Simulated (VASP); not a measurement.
Here is a VASP 6.6.1 calculation.

File INCAR:

```
  PREC = Accurate
  ENCUT = 520
  EDIFF = 1E-6
  ISMEAR = -1
  SIGMA = 0.03
  LREAL = F
  LASPH = T
  NELM = 80
  ALGO = Normal
  ISIF = 2
  LWAVE = F
  LCHARG = F
  GGA = PE
  NBANDS = 22
```

File KPOINTS:

```
regular mesh
0
Gamma
  11 11 6
```

The input POSCAR:

```
NaF
1.0
    3.9415111329      0.0000000000      0.0000000000
   -1.9707555664      3.4134487704      0.0000000000
    0.0000000000      0.0000000000      4.6559002752
Na F
2 2
Direct
    0.3333333333      0.6666666667     -0.0620000373
    0.6666666667      0.3333333333      0.4379999627
    0.3333333333      0.6666666667      0.4380000373
    0.6666666667      0.3333333333      0.9380000373
```

Potentials or basis: VASP PAW PBE potentials, release 64 (Na_pv, F).

The run is started by

```bash
$ cat potpaw_PBE.64/Na_pv/POTCAR potpaw_PBE.64/F/POTCAR > POTCAR
$ mpirun -np 1 vasp_std > vasp.out
```

(1) Predict the band gap on the k mesh.

(2) Estimate the pressure.

Answers

(1) 5.48 eV.

(2) 0.0 GPa.
